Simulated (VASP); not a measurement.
Set up this calculation in VASP 6.6.1, as the native input.

| Item | Value |
| --- | --- |
| Task | single point |
| Functional | r2SCAN |
| Potentials or basis | VASP PAW PBE potentials, release 64 (Bi_d, Te) |
| Cutoff | 520 eV |
| k mesh | 16 × 16 × 16 |
| Occupations | gaussian, width 0.15 eV |
| Spin | no spin polarisation |
| Dipole correction | no |
| Further INCAR settings | ALGO = Normal; EDIFF = 1e-06; NBANDS = 18 |

The system is BiTe.

```xyz
2
Lattice="-0.0485 3.2333 3.2333 3.2333 -0.0485 3.2333 3.1848 3.1848 0.0000" Properties=species:S:1:pos:R:3 pbc="T T T"
Bi    0.0000    0.0000    0.0000
Te    3.1848    3.1848    3.2333
```

This cell differs from its parent crystal: strain -0.0300 x Voigt [0, 0, 0, 0, 0, 1].

These files were run (other wordings do the same):

POSCAR

```
BiTe
1.0
   -0.0484991107      3.2332740439      3.2332740439
    3.2332740439     -0.0484991107      3.2332740439
    3.1847749332      3.1847749332      0.0000000000
Bi Te
1 1
Direct
    0.0000000000      0.0000000000      0.0000000000
    0.5000000000      0.5000000000      0.5000000000
```

INCAR.step1

```
SYSTEM = BiTe
  ALGO = Normal
  EDIFF = 1E-4
  ENCUT = 520
  GGA = PE
  ISMEAR = 0
  LASPH = .TRUE.
  LCHARG = .FALSE.
  LREAL = .FALSE.
  LWAVE = .TRUE.
  NBANDS = 18
  NELM = 100
  PREC = Accurate
  SIGMA = 0.15
```

INCAR.step2

```
SYSTEM = BiTe
  ALGO = Normal
  EDIFF = 1E-6
  ENCUT = 520
  ISIF = 2
  ISMEAR = 0
  ISTART = 1
  LASPH = .TRUE.
  LCHARG = .FALSE.
  LMIXTAU = .TRUE.
  LREAL = .FALSE.
  LWAVE = .FALSE.
  METAGGA = R2SCAN
  NBANDS = 18
  NELM = 100
  PREC = Accurate
  SIGMA = 0.15
```

KPOINTS

```
k-points
0
G
  16 16 16
  0 0 0
```

Potentials or basis: VASP PAW PBE potentials, release 64 (Bi_d, Te).

Command:

```sh
$ cat potpaw_PBE.64/Bi_d/POTCAR potpaw_PBE.64/Te/POTCAR > POTCAR
$ cp INCAR.step1 INCAR
$ mpirun -np 1 vasp_std > vasp.out
$ cp INCAR.step2 INCAR
$ mpirun -np 1 vasp_std > vasp.out
```

Results of the run:

```yaml
Pressure: 0.0 GPa
Band_gap_on_the_k_mesh: zero (an odd number of electrons rules out a gap without spin polarisation)
```

Caveat: the cell differs from its parent crystal (strain -0.0300 x Voigt [0, 0, 0, 0, 0, 1]); the PAW data sets were made with another functional, which shifts forces and pressure a little; spin-orbit coupling is left out, which moves the levels of the heavy elements; an odd number of electrons without spin polarisation forces a metal; a magnetic or distorted state may lie lower.

It took 92 min on 1 thread of Oxide Virtual Turin-like Processor, with other jobs on the host, peak memory 0.78 GiB.
